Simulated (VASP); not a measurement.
# CdTeSe3 (P4mm) in VASP: notebook

Runs on CdTeSe3. Level: PBE. Tasks: relaxation of cell and atoms, single point.

Everything below comes from runs of VASP 6.6.1. Logs are shortened: lines on timing, memory, paths and dates and some standing lists are left out, and cuts for length are marked.

### 1 The cell of the first run

It takes space group P4mm (No. 99, tetragonal). The conventional cell has a = 4.789 Å, b = 4.789 Å, c = 6.054 Å, α = 90.00°, β = 90.00°, γ = 90.00°. Within 4.5 Å of Cd (site symmetry 4mm) lie 12 Se at 3.46 to 3.94 Å and 4 Te at 3.83 Å. Te (site symmetry 4mm) has 5 Se at 2.50 to 2.65 Å within 3.3 Å. Within 3.5 Å of Se (site symmetry 2mm) lie 2 Te at 2.65 Å and 6 Se at 3.39 to 3.41 Å. Se (site symmetry 4mm) has 1 Te at 2.50 Å within 3.3 Å.

### 2 Relaxation of cell and atoms, PBE

The input, INCAR:

```
SYSTEM = CdTeSe3
ALGO = Normal ; EDIFF = 1E-6
EDIFFG = -0.04 ; ENCUT = 600
GGA = PE ; IBRION = 2
ISIF = 3 ; ISMEAR = 0
LASPH = .True. ; LCHARG = .False.
LREAL = .False. ; LWAVE = .False.
NELM = 80 ; NSW = 90
PREC = Accurate ; SIGMA = 0.1
```

The input, KPOINTS:

```
k-points
0
Gamma
  4 4 4
  0 0 0
```

The input, POSCAR:

```
CdTeSe3
1.0
    4.7891301200      0.0000000000      0.0000000000
    0.0000000000      4.7891301200      0.0000000000
    0.0000000000      0.0000000000      6.0541032500
Cd Te Se
1 1 3
Direct
    0.0000000000      0.0000000000      0.9838940500
    0.5000000000      0.5000000000      0.6872155100
    0.0000000000      0.5000000000      0.5006765100
    0.5000000000      0.5000000000      0.1001364400
    0.5000000000      0.0000000000      0.5006765100
```

Potentials or basis: VASP PAW PBE potentials, release 64 (Cd, Te, Se).

Command:

```sh
> cat potpaw_PBE.64/Cd/POTCAR potpaw_PBE.64/Te/POTCAR potpaw_PBE.64/Se/POTCAR > POTCAR
> mpirun -np 1 vasp_std > vasp.out
```

OUTCAR:

```text
SYSTEM = CdTeSe3
   EDIFF = 1E-6
   EDIFFG = -0.04
   ENCUT = 600
   GGA = PE
   IBRION = 2
   ISIF = 3
   ISMEAR = 0
   LASPH = .True.
   LREAL = .False.
   NELM = 80
   NSW = 90
   PREC = Accurate

 ion  position               nearest neighbor table
   1  0.000  0.000  0.984-
   2  0.500  0.500  0.687-   4 2.50   3 2.65   5 2.65   5 2.65   3 2.65
   3  0.000  0.500  0.501-   2 2.65   2 2.65
   4  0.500  0.500  0.100-   2 2.50
   5  0.500  0.000  0.501-   2 2.65   2 2.65

  LATTYP: Found a simple tetragonal cell.
 ALAT       =     4.7891301200
 C/A-ratio  =     1.2641342161

  Lattice vectors:

 A1 = (   4.7891301200,   0.0000000000,   0.0000000000)
 A2 = (   0.0000000000,   4.7891301200,   0.0000000000)
 A3 = (   0.0000000000,   0.0000000000,   6.0541032500)

Analysis of symmetry for initial positions (statically):
=====================================================================
 Subroutine PRICEL returns:
 Original cell was already a primitive cell.

 Routine SETGRP: Setting up the symmetry group for a
 simple tetragonal supercell.

 Subroutine GETGRP returns: Found  8 space group operations
 (whereof  8 operations were pure point group operations)
 out of a pool of 16 trial point group operations.

The static configuration has the point symmetry C_4v.

Analysis of symmetry for dynamics (positions and initial velocities):
=====================================================================
 Subroutine PRICEL returns:
 Original cell was already a primitive cell.

 Routine SETGRP: Setting up the symmetry group for a
 simple tetragonal supercell.

 Subroutine GETGRP returns: Found  8 space group operations
 (whereof  8 operations were pure point group operations)
 out of a pool of 16 trial point group operations.

The dynamic configuration has the point symmetry C_4v.

 Subroutine INISYM returns: Found  8 space group operations
 (whereof  8 operations are pure point group operations),
 and found     1 'primitive' translations

----------------------------------------------------------------------------------------

                                     Primitive cell

  volume of cell :     138.8555

  direct lattice vectors                    reciprocal lattice vectors
     4.789130120  0.000000000  0.000000000     0.208806187  0.000000000  0.000000000
     0.000000000  4.789130120  0.000000000     0.000000000  0.208806187  0.000000000
     0.000000000  0.000000000  6.054103250     0.000000000  0.000000000  0.165177229

  length of vectors
     4.789130120  4.789130120  6.054103250     0.208806187  0.208806187  0.165177229

  position of ions in fractional coordinates (direct lattice)
     0.000000000  0.000000000  0.983894050
     0.500000000  0.500000000  0.687215510
     0.000000000  0.500000000  0.500676510
     0.500000000  0.500000000  0.100136440
     0.500000000  0.000000000  0.500676510

  ion indices of the primitive-cell ions
   primitive index   ion index
                 1           1
                 2           2
                 3           3
                 4           4
                 5           5

----------------------------------------------------------------------------------------

 KPOINTS: k-points

Automatic generation of k-mesh.
 Grid dimensions read from file:
 generate k-points for:    4    4    4

 Generating k-lattice:

  Cartesian coordinates                     Fractional coordinates (reciprocal lattice)
     0.052201547  0.000000000  0.000000000     0.250000000  0.000000000  0.000000000
     0.000000000  0.052201547  0.000000000     0.000000000  0.250000000  0.000000000
     0.000000000  0.000000000  0.041294307     0.000000000  0.000000000  0.250000000

  Length of vectors
     0.052201547  0.052201547  0.041294307

  Shift w.r.t. Gamma in fractional coordinates (k-lattice)
     0.000000000  0.000000000  0.000000000

 Subroutine IBZKPT returns following result:
 ===========================================

 Found     18 irreducible k-points:

 Following reciprocal coordinates:
            Coordinates               Weight
  0.000000  0.000000  0.000000      1.000000
  0.250000  0.000000  0.000000      4.000000
  0.500000  0.000000  0.000000      2.000000
  0.250000  0.250000  0.000000      4.000000
  0.500000  0.250000  0.000000      4.000000
  0.500000  0.500000  0.000000      1.000000
[... 10 lines left out ...]
  0.500000  0.250000  0.500000      4.000000
  0.500000  0.500000  0.500000      1.000000
   k-points           NKPTS =     18   k-points in BZ     NKDIM =     18   number of bands    NBANDS=     22
   number of dos      NEDOS =    301   number of ions     NIONS =      5
   total plane-waves  NPLWV =  76800
   dimension x,y,z NGX =    40 NGY =   40 NGZ =   48
   dimension x,y,z NGXF=    80 NGYF=   80 NGZF=   96
   ions per type =               1   1   3
   NGX,Y,Z   is equivalent  to a cutoff of  13.89, 13.89, 13.18 a.u.
   NGXF,Y,Z  is equivalent  to a cutoff of  27.77, 27.77, 26.36 a.u.
 SYSTEM =  CdTeSe3
   PREC   = accura    normal or accurate (medium, high low for compatibility)
   ISTART =      0    job   : 0-new  1-cont  2-samecut
   ICHARG =      2    charge: 1-file 2-atom 10-const
   ISPIN  =      1    spin polarized calculation?
   LNONCOLLINEAR =      F non collinear calculations
   LSORBIT =      F    spin-orbit coupling
   LASPH  =      T    aspherical Exc in radial PAW
   ENCUT  =  600.0 eV  44.10 Ry    6.64 a.u.   9.57  9.57 12.09*2*pi/ulx,y,z
   NELM   =     80;   NELMIN=  2; NELMDL= -5     # of ELM steps
   EDIFF  = 0.1E-05   stopping-criterion for ELM
   LREAL  =      F    real-space projection
   EDIFFG = -.4E-01   stopping-criterion for IOM
   NSW    =     90    number of steps for IOM
   IBRION =      2    ionic relax: 0-MD 1-quasi-New 2-CG
   NFREE  =      1    steps in history (QN), initial steepest desc. (CG)
   ISIF   =      3    stress and relaxation
   ISYM   =      2    0-nonsym 1-usesym 2-fastsym
   POTIM  = 0.5000    time-step for ionic-motion
   TEBEG  =    0.0;   TEEND  =   0.0 temperature during run
   PSTRESS=    0.0 pullay stress
   NELECT =      36.0000    total number of electrons
   NUPDOWN=      -1.0000    fix difference up-down
   EMIN   =  10.00;   EMAX   =-10.00  energy-range for DOS
   EFERMI =   0.00;   METHOD = LEGACY
   ISMEAR =     0;   SIGMA  =   0.10  broadening in eV -4-tet -1-fermi 0-gaus
   EFERMI_NEDOS =   21; number of points for ismear=-14 and -15
   IALGO  =     38    algorithm
   IMIX   =      4    mixing-type and parameters
     AMIX     =   0.40;   BMIX     =  1.00
     AMIX_MAG =   1.60;   BMIX_MAG =  1.00
  volume/ion in A,a.u.               =      27.77       187.41
  Fermi-wavevector in a.u.,A,eV,Ry     =   1.043890  1.972666 14.826348  1.089706
  Thomas-Fermi vector in A             =   2.178619
   LORBIT       =      0    0 simple, 1 ext, 2 COOP (PROOUT), +10 PAW based schemes
   GGA     = PE    functional components
   LHFCALC =     F    Hartree Fock is set to
   AEXX    =    0.0000 exact exchange contribution
   IVDW    =     0    specifies the selected vdW correction
   LEPSILON=     F    determine dielectric tensor
   LRPA    =     F    only Hartree local field effects (RPA)
 conjugate gradient relaxation of ions
 non-spin polarized calculation
 Gauss-broadening in eV      SIGMA  =   0.10
  energy-cutoff  :      600.00
  volume of cell :      138.86
 maximum number of plane-waves:      4664
 NGX is ok and might be reduce to    40
   NGX = 19   NGY = 19   NGZ = 25

--------------------------------------- Ionic step        1  -------------------------------------------

 number of electron      35.9999999 magnetization

 Free energy of the ion-electron system (eV)
  ---------------------------------------------------
  ext. energy  EPLUGINS =         0.00000000
  ---------------------------------------------------
  free energy    TOTEN  =       -12.40909754 eV

  energy without entropy =      -12.36797167  energy(sigma->0) =      -12.38853461

------------------------ aborting loop because EDIFF is reached ----------------------------------------

  FORCE on cell =-STRESS in cart. coord.  units (eV):
  Direction    XX          YY          ZZ          XY          YZ          ZX
  --------------------------------------------------------------------------------------
  -------------------------------------------------------------------------------------
  Total        3.2045448      3.2045448      3.5809043      0.0000000      0.0000000      0.0000000
  in kB       36.9754806     36.9754806     41.3180859      0.0000000      0.0000000      0.0000000
  external PRESSURE =      38.4230157 kB  Pullay stress =       0.0000000 kB
[... 98 lines left out ...]
  FREE ENERGIE OF THE ION-ELECTRON SYSTEM (eV)
  ---------------------------------------------------
  free  energy   TOTEN  =       -12.5418270540 eV

  energy  without entropy=      -12.4997735490  energy(sigma->0) =      -12.52080030

[... ionic steps 4 to 7 ...]

--------------------------------------- Ionic step        8  -------------------------------------------

 number of electron      36.0000005 magnetization

------------------------ aborting loop because EDIFF is reached ----------------------------------------

  FORCE on cell =-STRESS in cart. coord.  units (eV):
  Direction    XX          YY          ZZ          XY          YZ          ZX
  --------------------------------------------------------------------------------------
  -------------------------------------------------------------------------------------
  Total       -0.1507726     -0.1507726      0.1825733      0.0000000      0.0000000      0.0000000
  in kB       -1.5555104     -1.5555104      1.8835963      0.0000000      0.0000000      0.0000000
  external PRESSURE =      -0.4091415 kB  Pullay stress =       0.0000000 kB
[... 63 lines left out ...]
  energy  without entropy=      -12.5338317428  energy(sigma->0) =      -12.55382601

--------------------------------------- Ionic step       10  -------------------------------------------

 number of electron      36.0000004 magnetization

 Free energy of the ion-electron system (eV)
  ---------------------------------------------------
  ext. energy  EPLUGINS =         0.00000000
  ---------------------------------------------------
  free energy    TOTEN  =       -12.57522530 eV

  energy without entropy =      -12.53503079  energy(sigma->0) =      -12.55512804

 E-fermi :   2.3818     XC(G=0):  -8.7230

 val. band max:        2.3612004683   @ k =   0.5000   0.2500   0.2500
 cond. band min:       2.3890258923   @ k =   0.5000   0.2500   0.0000
 fundamental gap:      0.0278254240
 Fermi energy:         2.3818208456

 k-point     1 :       0.0000    0.0000    0.0000
  band No.  band energies     occupation
      1     -12.4871      2.00000
      2     -10.1494      2.00000
      3      -9.4260      2.00000
      4      -7.2472      2.00000
      5      -5.5095      2.00000
      6      -5.5045      2.00000
[... 471 lines left out ...]
  FREE ENERGIE OF THE ION-ELECTRON SYSTEM (eV)
  ---------------------------------------------------
  free  energy   TOTEN  =       -12.5752252959 eV

  energy  without entropy=      -12.5350307908  energy(sigma->0) =      -12.55512804

 reached required accuracy - stopping structural energy minimisation
```

Run time: 5.2 min. Hardware: 1 thread of Intel Xeon Platinum 8488C (Sapphire Rapids), shared host; peak memory 0.32 GiB.

Results:

| Item | Value |
| --- | --- |
| Free energy | -12.5752 eV |
| Relaxed volume | 31.10 Å³/atom |
| Relaxed cell | a = 4.986 Å, b = 4.986 Å, c = 6.256 Å, α = 90.00°, β = 90.00°, γ = 90.00° |
| Space group after relaxing (to 0.05 Å) | P4mm (No. 99) |
| Energy gained by relaxing | 33.2 meV/atom |
| Ionic steps | 10 |
| Pressure after relaxing | 0.0 GPa |
| Largest force after relaxing | 0.033 eV/Å |
| Band gap on the k mesh | zero (band 18 reaches 3.15 eV, above the bottom of band 19 at 1.76 eV) |

Forces in eV/Å, atoms in the order of the input:
```
Cd   0.000  0.000  0.033
Te   0.000  0.000 -0.002
Se   0.000  0.000 -0.010
Se   0.000  0.000 -0.012
Se   0.000  0.000 -0.010
```

Step by step:
```csv
step,energy change (eV),largest force (eV/Å),pressure (GPa),volume (Å³)
1,0.0000,0.4675,3.84,138.86
2,-0.1276,0.3339,-0.56,152.67
3,-0.1327,0.2317,0.06,150.17
4,-0.1371,0.2150,0.05,150.56
5,-0.1486,0.1518,0.03,151.74
6,-0.1620,0.1671,-0.02,154.11
7,-0.1495,0.4239,-0.09,158.91
8,-0.1637,0.2148,-0.04,155.30
9,-0.1647,0.1554,-0.04,155.66
10,-0.1661,0.0334,-0.04,155.50
```

Final structure:
```cif
data_structure
_symmetry_space_group_name_H-M 'P 1'
_symmetry_Int_Tables_number 1
_cell_length_a 4.9855
_cell_length_b 4.9855
_cell_length_c 6.2562
_cell_angle_alpha 90.000
_cell_angle_beta 90.000
_cell_angle_gamma 90.000
_cell_volume 155.50
loop_
_atom_site_label
_atom_site_type_symbol
_atom_site_fract_x
_atom_site_fract_y
_atom_site_fract_z
_atom_site_occupancy
Cd1 Cd 0.00000 0.00000 0.99487 1
Te1 Te 0.50000 0.50000 0.67336 1
Se1 Se 0.00000 0.50000 0.51196 1
Se2 Se 0.50000 0.50000 0.08046 1
Se3 Se 0.50000 0.00000 0.51196 1
```

Caveat: spin-orbit coupling is left out, which moves the levels of the heavy elements.

### 3 Single point, PBE

This run uses another cell than the first one, of 36.86 Å³/atom, 1.327 times its volume.

The input, INCAR:

```
PREC     = Accurate       # precision mode
ENCUT    = 520            # plane-wave cutoff, eV
EDIFF    = 1E-6           # SCF threshold, eV
ISMEAR   = 0              # smearing method
SIGMA    = 0.1            # smearing width, eV
LREAL    = False          # projectors in reciprocal space
LASPH    = True           # aspherical terms in the spheres
NELM     = 60             # most SCF steps
ALGO     = Normal         # electronic algorithm
ISIF     = 2              # what is computed and relaxed
LWAVE    = False          # write WAVECAR
LCHARG   = False          # write CHGCAR
GGA      = PE             # functional
NBANDS   = 26             # bands
```

The input, KPOINTS:

```
regular mesh
0
Gamma
  8 8 6
```

The input, POSCAR:

```
CdTeSe3
1.0
    5.4563298110      0.0000000000      0.0000000000
    0.0000000000      5.4563298110      0.0000000000
    0.0000000000      0.0000000000      6.1896534511
Cd Te Se
1 1 3
Direct
    0.0000000000      0.0000000000      0.3633318606
    0.5000000000      0.5000000000      0.5798186645
    0.0000000000      0.5000000000      0.4306778322
    0.5000000000      0.5000000000      0.9680928305
    0.5000000000      0.0000000000      0.4306778322
```

Potentials or basis: VASP PAW PBE potentials, release 64 (Cd, Te, Se).

Command:

```sh
> cat potpaw_PBE.64/Cd/POTCAR potpaw_PBE.64/Te/POTCAR potpaw_PBE.64/Se/POTCAR > POTCAR
> mpirun -np 1 vasp_std > vasp.out
```

Wall time 3.5 min (1 thread of Intel Xeon Platinum 8488C (Sapphire Rapids), shared host); peak memory 0.45 GiB.

Results (log left out):

* Free energy: -14.2978 eV
* Pressure: 0.1 GPa
* Largest force: 0.035 eV/Å
* Band gap on the k mesh: zero (band 18 reaches 1.39 eV, above the bottom of band 19 at 0.62 eV)

Forces on the atoms (eV/Å):
```
Cd   0.000  0.000 -0.007
Te   0.000  0.000 -0.035
Se   0.000  0.000  0.007
Se   0.000  0.000  0.027
Se   0.000  0.000  0.007
```

Levels at points of the mesh, in eV from the Fermi level:
| k point | band 16 | band 17 | band 18 | band 19 | band 20 | band 21 |
| --- | --- | --- | --- | --- | --- | --- |
| (0.00, 0.00, 0.00) | -1.07 | -0.68 | -0.68 | -0.43 | 2.06 | 2.06 |
| (0.50, 0.00, 0.00) | -1.26 | -0.66 | -0.46 | 0.96 | 2.21 | 2.83 |
| (0.50, 0.50, 0.00) | -1.24 | -0.11 | 0.34 | 0.98 | 0.98 | 2.43 |
| (0.00, 0.00, 0.50) | -1.15 | -1.09 | -1.09 | -0.43 | 2.16 | 2.92 |
| (0.50, 0.00, 0.50) | -1.13 | -0.40 | -0.30 | 0.28 | 1.98 | 2.63 |
| (0.50, 0.50, 0.50) | -0.27 | -0.27 | -0.10 | 0.16 | 0.16 | 1.91 |

Caveat: spin-orbit coupling is left out, which moves the levels of the heavy elements.

[end of part 1 of 2]
